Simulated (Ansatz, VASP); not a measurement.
**ReP2 in VASP and in Ansatz**

Contents of INCAR:

```
ALGO = Normal ; EDIFF = 1E-6
EDIFFG = -0.04 ; ENCUT = 600
GGA = PE ; IBRION = 2
ISIF = 3 ; ISMEAR = 0
LASPH = T ; LCHARG = F
LREAL = F ; LWAVE = F
NELM = 100 ; NSW = 90
PREC = Accurate ; SIGMA = 0.1
```

The input KPOINTS:

```
k-points
0
Gamma
  6 6 4
```

File POSCAR:

```
ReP2
1.0
    3.6987467000      0.0000000000      0.0000000000
    0.0000000000      3.6987467000      0.0000000000
    0.0000000000      0.0000000000      4.8758584400
Re P
1 2
Direct
    0.0000000000      0.0000000000      0.6276486700
    0.0000000000      0.5000000000      0.9191830100
    0.5000000000      0.0000000000      0.9191830100
```

Input for Ansatz:

```yaml
crystal:
  lattice:
    - [3.6987467, 0.0, 0.0]
    - [0.0, 3.6987467, 0.0]
    - [0.0, 0.0, 4.87585844]
  atoms:
    - { symbol: Re, position: [0.0, 0.0, 0.62764867] }
    - { symbol: P, position: [0.0, 0.5, 0.91918301] }
    - { symbol: P, position: [0.5, 0.0, 0.91918301] }
basis:
  ecutwfc: 420
kpoints:
  mp_grid: { grid: [6, 6, 4] }
hamiltonian:
  xc: pbe
scf:
  occupations: { method: gaussian, width: 0.1 }
  lower_state_search: "off"
output:
  forces: true
  stress: true
  eigenvalues: true
relax:
  adjacent_minimum: "off"
  f_tol: 0.04
  max_steps: 70
  cell: { stress_tol: 0.4 }
```

Alike in both runs: task relaxation of cell and atoms; functional PBE; k mesh 6 × 6 × 4; occupations gaussian, width 0.1 eV; no spin polarisation.

```csv
,VASP,Ansatz
version,VASP 6.6.1,Ansatz 0.2.0
potentials or method,"VASP PAW PBE potentials, release 64 (Re, P), cutoff 600 eV","scalar-relativistic, plane waves, PAW"
valence electrons in the cell,17,25
```

|  | VASP | Ansatz | Ansatz less VASP |
| --- | --- | --- | --- |
| gap on the k mesh at the Fermi level, each at its own relaxed structure (eV) | none | none | - |
| relaxed volume (Å³/atom) | 16.05 | 15.99 | -0.062 |
| relaxed cell length with the largest relative difference (Å) | 4.017 | 4.010 | -0.0076 |

A gap of «none» marks a metal or a gap that the smearing closes. VASP's potentials hold 17 valence electrons a cell and Ansatz's 25, so a difference there can come from the potentials and not from the codes.

Spin-orbit coupling is off throughout. Noted on VASP's run: the volume moved by over 15 % at a fixed basis, so the end points are rough.
